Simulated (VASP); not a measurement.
# Zr2AlN3 (P-3m1) in VASP: further runs

Runs on Zr2AlN3. Level: PBE. Tasks: single point, relaxation of cell and atoms.

All numbers are computed with VASP 6.6.1; they aren't measurements. Logs are shortened: lines on timing, memory, paths and dates and some standing lists are left out, and cuts for length are marked.

## 1. The cell of the first run

Symmetry: P-3m1, No. 164, trigonal system. The conventional cell has a = 3.137 Å, b = 3.137 Å, c = 7.766 Å, α = 90.00°, β = 90.00°, γ = 120.00°. Zr (site symmetry 3m) has 6 N at 2.23 to 2.33 Å within 3.0 Å. Al (site symmetry -3m) has 6 N at 2.13 Å within 2.8 Å. Within 2.9 Å of N (site symmetry 3m) lie 3 Al at 2.13 Å and 3 Zr at 2.33 Å and 3 N at 2.88 Å. Within 3.0 Å of N (site symmetry -3m) lie 6 Zr at 2.23 Å.

## 2. Single point, PBE

The input, INCAR:

```
PREC = Accurate
ENCUT = 600
EDIFF = 1E-6
ISMEAR = 0
SIGMA = 0.1
LREAL = F
LASPH = T
NELM = 120
ALGO = Normal
ISIF = 2
LWAVE = F
LCHARG = F
GGA = PE
NBANDS = 30
GGA_COMPAT = F
```

The input, KPOINTS:

```
regular mesh
0
Gamma
  6 6 2
```

The input, POSCAR:

```
Zr2AlN3
1.0
    3.1367901968      0.0000000000      0.0000000000
   -1.5683950984      2.7165399968      0.0000000000
    0.0000000000      0.0000000000      7.7660563979
Zr Al N
2 1 3
Direct
    0.3333333333      0.6666666667      0.1679830223
    0.6666666667      0.3333333333      0.8320169777
    0.0000000000      0.0000000000      0.5000000000
    0.3333333333      0.6666666667      0.6439751428
    0.6666666667      0.3333333333      0.3560248572
    0.0000000000      0.0000000000      0.0000000000
```

Potentials or basis: VASP PAW PBE potentials, release 64 (Zr_sv, Al, N).

On the command line:

```sh
$ cat potpaw_PBE.64/Zr_sv/POTCAR potpaw_PBE.64/Al/POTCAR potpaw_PBE.64/N/POTCAR > POTCAR
$ mpirun -np 1 vasp_std > vasp.out
```

OUTCAR:

```text
PREC = Accurate
   ENCUT = 600
   EDIFF = 1E-6
   ISMEAR = 0
   LREAL = F
   LASPH = T
   NELM = 120
   ISIF = 2
   GGA = PE

 ion  position               nearest neighbor table
   1  0.333  0.667  0.168-   6 2.23   6 2.23   6 2.23   5 2.33   5 2.33   5 2.33   3 3.15   3 3.15
                             3 3.15   2 3.18   2 3.18   2 3.18
   2  0.667  0.333  0.832-   6 2.23   6 2.23   6 2.23   4 2.33   4 2.33   4 2.33   3 3.15   3 3.15
                             3 3.15   1 3.18   1 3.18   1 3.18
   3  0.000  0.000  0.500-   4 2.13   5 2.13   5 2.13   4 2.13   5 2.13   4 2.13   1 3.15   2 3.15
                             1 3.15   2 3.15   2 3.15   1 3.15
   4  0.333  0.667  0.644-   3 2.13   3 2.13   3 2.13   2 2.33   2 2.33   2 2.33
   5  0.667  0.333  0.356-   3 2.13   3 2.13   3 2.13   1 2.33   1 2.33   1 2.33
   6  0.000  0.000  0.000-   1 2.23   2 2.23   2 2.23   1 2.23   2 2.23   1 2.23

  LATTYP: Found a hexagonal cell.
 ALAT       =     3.1367901968
 C/A-ratio  =     2.4757972037

  Lattice vectors:

 A1 = (   3.1367901968,   0.0000000000,   0.0000000000)
 A2 = (  -1.5683950984,   2.7165399968,   0.0000000000)
 A3 = (   0.0000000000,   0.0000000000,   7.7660563979)

Analysis of symmetry for initial positions (statically):
=====================================================================
 Subroutine PRICEL returns:
 Original cell was already a primitive cell.

 Routine SETGRP: Setting up the symmetry group for a
 hexagonal supercell.

 Subroutine GETGRP returns: Found 12 space group operations
 (whereof 12 operations were pure point group operations)
 out of a pool of 24 trial point group operations.

The static configuration has the point symmetry D_3d.

Analysis of symmetry for dynamics (positions and initial velocities):
=====================================================================
 Subroutine PRICEL returns:
 Original cell was already a primitive cell.

 Routine SETGRP: Setting up the symmetry group for a
 hexagonal supercell.

 Subroutine GETGRP returns: Found 12 space group operations
 (whereof 12 operations were pure point group operations)
 out of a pool of 24 trial point group operations.

The dynamic configuration has the point symmetry D_3d.

 Subroutine INISYM returns: Found 12 space group operations
 (whereof 12 operations are pure point group operations),
 and found     1 'primitive' translations

----------------------------------------------------------------------------------------

                                     Primitive cell

  volume of cell :      66.1762

  direct lattice vectors                    reciprocal lattice vectors
     3.136790197  0.000000000  0.000000000     0.318797222  0.184057662  0.000000000
    -1.568395098  2.716539997  0.000000000     0.000000000  0.368115324  0.000000000
     0.000000000  0.000000000  7.766056398     0.000000000  0.000000000  0.128765483

  length of vectors
     3.136790197  3.136790197  7.766056398     0.368115324  0.368115324  0.128765483

  position of ions in fractional coordinates (direct lattice)
     0.333333333  0.666666667  0.167983022
     0.666666667  0.333333333  0.832016978
     0.000000000  0.000000000  0.500000000
     0.333333333  0.666666667  0.643975143
     0.666666667  0.333333333  0.356024857
     0.000000000  0.000000000  0.000000000

  ion indices of the primitive-cell ions
   primitive index   ion index
                 1           1
                 2           2
                 3           3
                 4           4
                 5           5
                 6           6

----------------------------------------------------------------------------------------

 KPOINTS: regular mesh

Automatic generation of k-mesh.
 Grid dimensions read from file:
 generate k-points for:    6    6    2

 Generating k-lattice:

  Cartesian coordinates                     Fractional coordinates (reciprocal lattice)
     0.053132870  0.030676277  0.000000000     0.166666667  0.000000000  0.000000000
     0.000000000  0.061352554  0.000000000     0.000000000  0.166666667  0.000000000
     0.000000000  0.000000000  0.064382741     0.000000000  0.000000000  0.500000000

  Length of vectors
     0.061352554  0.061352554  0.064382741

  Shift w.r.t. Gamma in fractional coordinates (k-lattice)
     0.000000000  0.000000000  0.000000000

 Subroutine IBZKPT returns following result:
 ===========================================

 Found     14 irreducible k-points:

 Following reciprocal coordinates:
            Coordinates               Weight
  0.000000  0.000000  0.000000      1.000000
  0.166667  0.000000  0.000000      6.000000
  0.333333  0.000000  0.000000      6.000000
  0.500000  0.000000  0.000000      3.000000
  0.166667  0.166667  0.000000      6.000000
  0.333333  0.166667  0.000000     12.000000
  0.333333  0.333333  0.000000      2.000000
  0.000000  0.000000  0.500000      1.000000
  0.166667  0.000000  0.500000      6.000000
  0.333333  0.000000  0.500000      6.000000
  0.500000  0.000000  0.500000      3.000000
  0.166667  0.166667  0.500000      6.000000
  0.333333  0.166667  0.500000     12.000000
  0.333333  0.333333  0.500000      2.000000
   k-points           NKPTS =     14   k-points in BZ     NKDIM =     14   number of bands    NBANDS=     30
   number of dos      NEDOS =    301   number of ions     NIONS =      6
   total plane-waves  NPLWV =  50176
   dimension x,y,z NGX =    28 NGY =   28 NGZ =   64
   dimension x,y,z NGXF=    56 NGYF=   56 NGZF=  128
   ions per type =               2   1   3
   NGX,Y,Z   is equivalent  to a cutoff of  14.84, 14.84, 13.70 a.u.
   NGXF,Y,Z  is equivalent  to a cutoff of  29.68, 29.68, 27.40 a.u.
 SYSTEM =  unknown system
   PREC   = accura    normal or accurate (medium, high low for compatibility)
   ISTART =      0    job   : 0-new  1-cont  2-samecut
   ICHARG =      2    charge: 1-file 2-atom 10-const
   ISPIN  =      1    spin polarized calculation?
   LNONCOLLINEAR =      F non collinear calculations
   LSORBIT =      F    spin-orbit coupling
   LASPH  =      T    aspherical Exc in radial PAW
   ENCUT  =  600.0 eV  44.10 Ry    6.64 a.u.   6.26  6.26 15.51*2*pi/ulx,y,z
   NELM   =    120;   NELMIN=  2; NELMDL= -5     # of ELM steps
   EDIFF  = 0.1E-05   stopping-criterion for ELM
   LREAL  =      F    real-space projection
[... 7 lines left out ...]
   TEBEG  =    0.0;   TEEND  =   0.0 temperature during run
   PSTRESS=    0.0 pullay stress
   NELECT =      42.0000    total number of electrons
   NUPDOWN=      -1.0000    fix difference up-down
   EMIN   =  10.00;   EMAX   =-10.00  energy-range for DOS
   EFERMI =   0.00;   METHOD = LEGACY
   ISMEAR =     0;   SIGMA  =   0.10  broadening in eV -4-tet -1-fermi 0-gaus
   EFERMI_NEDOS =   21; number of points for ismear=-14 and -15
   IALGO  =     38    algorithm
   IMIX   =      4    mixing-type and parameters
     AMIX     =   0.40;   BMIX     =  1.00
     AMIX_MAG =   1.60;   BMIX_MAG =  1.00
  volume/ion in A,a.u.               =      11.03        74.43
  Fermi-wavevector in a.u.,A,eV,Ry     =   1.406881  2.658619 26.930186  1.979313
  Thomas-Fermi vector in A             =   2.529196
   LORBIT       =      0    0 simple, 1 ext, 2 COOP (PROOUT), +10 PAW based schemes
   GGA     = PE    functional components
   LHFCALC =     F    Hartree Fock is set to
   AEXX    =    0.0000 exact exchange contribution
   IVDW    =     0    specifies the selected vdW correction
   LEPSILON=     F    determine dielectric tensor
   LRPA    =     F    only Hartree local field effects (RPA)
 non-spin polarized calculation
 Gauss-broadening in eV      SIGMA  =   0.10
  energy-cutoff  :      600.00
  volume of cell :       66.18
 maximum number of plane-waves:      2227
 NGX is ok and might be reduce to    28
   NGX = 13   NGY = 13   NGZ = 31

 number of electron      42.0000000 magnetization

 Free energy of the ion-electron system (eV)
  ---------------------------------------------------
  ext. energy  EPLUGINS =         0.00000000
  ---------------------------------------------------
  free energy    TOTEN  =       -54.48757208 eV

  energy without entropy =      -54.47765681  energy(sigma->0) =      -54.48261445

 E-fermi :  11.4843     XC(G=0): -12.3363

 val. band max:       11.3392593640   @ k =   0.1667   0.1667   0.5000
 cond. band min:      11.4943459619   @ k =   0.1667   0.1667   0.0000
 fundamental gap:      0.1550865979
 Fermi energy:        11.4843317903

 k-point     1 :       0.0000    0.0000    0.0000
  band No.  band energies     occupation
      1     -37.9283      2.00000
      2     -37.8342      2.00000
      3     -16.5986      2.00000
      4     -15.8390      2.00000
      5     -15.5396      2.00000
      6     -15.5396      2.00000
[... 22 lines left out ...]
     29      14.4643      0.00000
     30      15.9504      0.00000

 k-point     2 :       0.1667    0.0000    0.0000
  band No.  band energies     occupation
      1     -37.8890      2.00000
      2     -37.8060      2.00000
      3     -16.5057      2.00000
      4     -15.9229      2.00000
      5     -15.7726      2.00000
      6     -15.7148      2.00000
[... 22 lines left out ...]
     29      15.7985      0.00000
     30      15.9769      0.00000

 k-point     3 :       0.3333    0.0000    0.0000
  band No.  band energies     occupation
      1     -37.8059      2.00000
      2     -37.7521      2.00000
      3     -16.5389      2.00000
      4     -16.3541      2.00000
      5     -16.0879      2.00000
      6     -15.7626      2.00000
[... 22 lines left out ...]
     29      16.4885      0.00000
     30      17.1090      0.00000

 k-point     4 :       0.5000    0.0000    0.0000
  band No.  band energies     occupation
      1     -37.7591      2.00000
      2     -37.7295      2.00000
      3     -16.7747      2.00000
      4     -16.5578      2.00000
      5     -15.9923      2.00000
      6     -15.8295      2.00000
[... 286 lines left out ...]
     29      16.2175      0.00000
     30      16.4680      0.00000

 k-point    13 :       0.3333    0.1667    0.5000
  band No.  band energies     occupation
      1     -37.7597      2.00000
      2     -37.7291      2.00000
      3     -16.6281      2.00000
      4     -16.4477      2.00000
      5     -16.0315      2.00000
      6     -15.9649      2.00000
[... 22 lines left out ...]
     29      17.0901      0.00000
     30      17.7499      0.00000

 k-point    14 :       0.3333    0.3333    0.5000
  band No.  band energies     occupation
      1     -37.7270      2.00000
      2     -37.7270      2.00000
      3     -16.4705      2.00000
      4     -16.3337      2.00000
      5     -16.3337      2.00000
      6     -16.1511      2.00000
[... 22 lines left out ...]
     29      17.3131      0.00000
     30      17.3131      0.00000

------------------------ aborting loop because EDIFF is reached ----------------------------------------

  FORCE on cell =-STRESS in cart. coord.  units (eV):
  Direction    XX          YY          ZZ          XY          YZ          ZX
  --------------------------------------------------------------------------------------
  -------------------------------------------------------------------------------------
  Total        0.0137595      0.0137595      0.0365853      0.0000000      0.0000000      0.0000000
  in kB        0.3331274      0.3331274      0.8857577      0.0000000      0.0000000      0.0000000
  external PRESSURE =       0.5173375 kB  Pullay stress =       0.0000000 kB

 VOLUME and BASIS-vectors are now :
 -----------------------------------------------------------------------------
  energy-cutoff  :      600.00
  volume of cell :       66.18
      direct lattice vectors                 reciprocal lattice vectors
     3.136790197  0.000000000  0.000000000     0.318797222  0.184057662  0.000000000
    -1.568395098  2.716539997  0.000000000     0.000000000  0.368115324  0.000000000
     0.000000000  0.000000000  7.766056398     0.000000000  0.000000000  0.128765483

 POSITION                                       TOTAL-FORCE (eV/Angst)
 -----------------------------------------------------------------------------------
     -0.00000      1.81103      1.30457         0.000000     -0.000000     -0.001385
      1.56840      0.90551      6.46149        -0.000000      0.000000      0.001385
      0.00000      0.00000      3.88303         0.000000      0.000000      0.000000
     -0.00000      1.81103      5.00115         0.000000     -0.000000     -0.027209
      1.56840      0.90551      2.76491        -0.000000      0.000000      0.027209
      0.00000      0.00000      0.00000         0.000000      0.000000      0.000000
 -----------------------------------------------------------------------------------
    total drift:                                0.000000      0.000000      0.000000

  FREE ENERGIE OF THE ION-ELECTRON SYSTEM (eV)
  ---------------------------------------------------
  free  energy   TOTEN  =       -54.4875720834 eV

  energy  without entropy=      -54.4776568095  energy(sigma->0) =      -54.48261445
```

Run time: 17 s. Hardware: 1 thread of Intel Xeon 6975P-C (Granite Rapids), shared host; peak memory 0.22 GiB.

What came out:

| Item | Value |
| --- | --- |
| Free energy | -54.4876 eV |
| Pressure | 0.1 GPa |
| Largest force | 0.027 eV/Å |
| Band gap on the k mesh | zero (bands 21 and 22 overlap by 1.49 eV) |

Forces in eV/Å, atoms in the order of the input:
```
Zr   0.000  0.000 -0.001
Zr   0.000  0.000  0.001
Al   0.000  0.000  0.000
N    0.000  0.000 -0.027
N    0.000  0.000  0.027
N    0.000  0.000  0.000
```

Levels at points of the mesh, in eV from the Fermi level:
```
           k point  band 17  band 18  band 19  band 20  band 21  band 22  band 23  band 24  band 25  band 26
(0.00, 0.00, 0.00)    -3.43    -2.24    -2.24    -2.03    -0.20     0.41     0.41     1.39     2.30     2.30
(0.50, 0.00, 0.00)    -3.63    -3.63    -3.32    -3.30    -2.71     0.99     3.68     3.89     3.98     4.68
(0.00, 0.00, 0.50)    -3.03    -3.03    -2.67    -2.67     0.14     0.55     0.55     1.83     2.19     2.19
(0.50, 0.00, 0.50)    -4.89    -4.35    -3.19    -2.72    -1.84     0.36     3.50     3.99     4.21     4.33
```

Caveat: the k points lie up to 0.40 Å⁻¹ apart, too coarse for converged energies and pressures of a metal.

## 3. Single point, PBE

This run uses another cell than the first one, of 13.38 Å³/atom.

The input, INCAR:

```
SYSTEM = Zr2AlN3
  PREC = Accurate
  ENCUT = 600
  EDIFF = 1E-6
  ISMEAR = 0
  SIGMA = 0.1
  LREAL = .FALSE.
  LASPH = .TRUE.
  NELM = 120
  ALGO = Normal
  ISIF = 2
  LWAVE = .FALSE.
  LCHARG = .FALSE.
  GGA = PE
  NBANDS = 30
  GGA_COMPAT = .FALSE.
```

The input, KPOINTS:

```
Automatic mesh
0
G
  6 6 2
  0 0 0
```

The input, POSCAR:

```
Zr2AlN3
1.0
    3.3576657200      0.0000000000      0.0000000000
   -1.6788328600      2.9078238100      0.0000000000
    0.0000000000      0.0000000000      8.2245677400
Zr Al N
2 1 3
Direct
    0.3333333300      0.6666666700      0.1666666700
    0.6666666700      0.3333333300      0.8333333300
    0.0000000000      0.0000000000      0.5000000000
    0.3333333300      0.6666666700      0.6666666700
    0.6666666700      0.3333333300      0.3333333300
    0.0000000000      0.0000000000      0.0000000000
```

Potentials or basis: VASP PAW PBE potentials, release 64 (Zr_sv, Al, N).

On the command line:

```sh
$ cat potpaw_PBE.64/Zr_sv/POTCAR potpaw_PBE.64/Al/POTCAR potpaw_PBE.64/N/POTCAR > POTCAR
$ mpirun -np 1 vasp_std > vasp.out
```

It took 21 s on 1 thread of Intel Xeon 6975P-C (Granite Rapids), shared host; peak memory 0.23 GiB.

Results (log left out):

* Free energy: -52.6699 eV
* Pressure: -27.6 GPa
* Largest force: 1.436 eV/Å
* Band gap on the k mesh: zero (bands 21 and 22 overlap by 1.23 eV)

Forces in eV/Å, atoms in the order of the input:
```
Zr   0.000  0.000 -1.290
Zr   0.000  0.000  1.290
Al   0.000  0.000  0.000
N    0.000  0.000 -1.436
N    0.000  0.000  1.436
N    0.000  0.000  0.000
```

Stress tensor (GPa, compression positive):
```
-28.56   0.00   0.00
  0.00 -28.56   0.00
  0.00   0.00 -25.82
```

Levels at points of the mesh, in eV from the Fermi level:
| k point | band 19 | band 20 | band 21 | band 22 | band 23 | band 24 |
| --- | --- | --- | --- | --- | --- | --- |
| (0.00, 0.00, 0.00) | -2.50 | -2.50 | -0.50 | 0.19 | 0.19 | 0.65 |
| (0.50, 0.00, 0.00) | -3.50 | -3.47 | -2.12 | 0.76 | 1.48 | 2.64 |
| (0.00, 0.00, 0.50) | -2.64 | -2.64 | 0.24 | 0.26 | 0.26 | 0.92 |
| (0.50, 0.00, 0.50) | -3.55 | -3.02 | -1.45 | 0.28 | 1.65 | 2.63 |

Caveat: the k points lie up to 0.38 Å⁻¹ apart, too coarse for converged energies and pressures of a metal; forces of over 1 eV/Å act on the atoms, so gaps and moduli don't describe the material at rest.

## 4. Relaxation of cell and atoms, PBE

This run uses another cell than the first one, of 13.38 Å³/atom.

The input, INCAR:

```
SYSTEM = Zr2AlN3
ALGO = Normal
EDIFF = 1E-7
EDIFFG = -0.04
ENCUT = 600
GGA = PE
GGA_COMPAT = .FALSE.
IBRION = 2
ISIF = 3
ISMEAR = 0
LASPH = .TRUE.
LCHARG = .FALSE.
LREAL = .FALSE.
LWAVE = .FALSE.
NELM = 120
NELMIN = 4
NSW = 90
PREC = Accurate
SIGMA = 0.1
```

The input, KPOINTS:

```
k-points
0
G
  6 6 2
  0 0 0
```

POSCAR is that of step 3.

On the command line:

```sh
$ cat potpaw_PBE.64/Zr_sv/POTCAR potpaw_PBE.64/Al/POTCAR potpaw_PBE.64/N/POTCAR > POTCAR
$ mpirun -np 1 vasp_std > vasp.out
```

Wall time 2.7 min (1 thread of Intel Xeon 6975P-C (Granite Rapids), shared host); peak memory 0.24 GiB.

The run converged. Its results:

* Free energy: -54.5083 eV
* Relaxed volume: 11.03 Å³/atom
* Relaxed cell: a = 3.138 Å, b = 3.138 Å, c = 7.763 Å, α = 90.00°, β = 90.00°, γ = 120.00°
* Space group after relaxing (to 0.1 Å): P-3m1 (No. 164)
* Energy gained by relaxing: 306.4 meV/atom
* Ionic steps: 10
* Pressure after relaxing: -0.1 GPa
* Largest force after relaxing: 0.023 eV/Å
* Band gap on the k mesh: zero (bands 21 and 22 overlap by 1.49 eV)

Forces in eV/Å, atoms in the order of the input:
```
Zr   0.000  0.000 -0.023
Zr   0.000  0.000  0.023
Al   0.000  0.000  0.000
N    0.000  0.000 -0.023
N    0.000  0.000  0.023
N    0.000  0.000  0.000
```

Stress tensor (GPa, compression positive):
```
-0.16  0.00  0.00
 0.00 -0.16  0.00
 0.00  0.00  0.13
```

The path:
```
step  energy change (eV)  largest force (eV/Å)  pressure (GPa)  volume (Å³)
   1              0.0000                1.4358          -27.65        80.30
   2              0.2500                2.8511           62.61        56.33
   3             -1.4796                2.3902            0.72        67.23
   4             -1.4820                2.4128            2.13        66.83
   5             -1.7594                1.3624            2.59        66.00
   6             -1.7594                1.3822            2.61        65.99
   7             -1.8207                0.1730           -4.25        67.33
   8             -1.8301                0.2244           -2.55        66.96
   9             -1.8342                0.2073            1.77        65.68
  10             -1.8384                0.0231           -0.06        66.20
```

Final structure:
```
CELL_PARAMETERS angstrom
3.13799 0.00000 0.00000
-1.56900 2.71758 0.00000
0.00000 0.00000 7.76345
ATOMIC_POSITIONS crystal
Zr 0.33333 0.66667 0.16808
Zr 0.66667 0.33333 0.83192
Al 0.00000 0.00000 0.50000
N 0.33333 0.66667 0.64391
N 0.66667 0.33333 0.35609
N 0.00000 0.00000 0.00000
```

Levels at points of the mesh, in eV from the Fermi level:
| k point | band 19 | band 20 | band 21 | band 22 | band 23 | band 24 |
| --- | --- | --- | --- | --- | --- | --- |
| (0.00, 0.00, 0.00) | -2.25 | -2.03 | -0.20 | 0.41 | 0.41 | 1.38 |
| (0.50, 0.00, 0.00) | -3.33 | -3.30 | -2.71 | 0.99 | 3.67 | 3.89 |
| (0.00, 0.00, 0.50) | -2.68 | -2.68 | 0.14 | 0.54 | 0.54 | 1.83 |
| (0.50, 0.00, 0.50) | -3.19 | -2.72 | -1.84 | 0.35 | 3.49 | 3.99 |

Caveat: the k points lie up to 0.40 Å⁻¹ apart in the final cell, too coarse for converged energies and pressures of a metal; the volume moved by over 15 % at a fixed basis, so the end points are rough.

(Part 1 of 2 ends here.)

The gap in the log of VASP goes by the Fermi energy; the results here count the filled bands.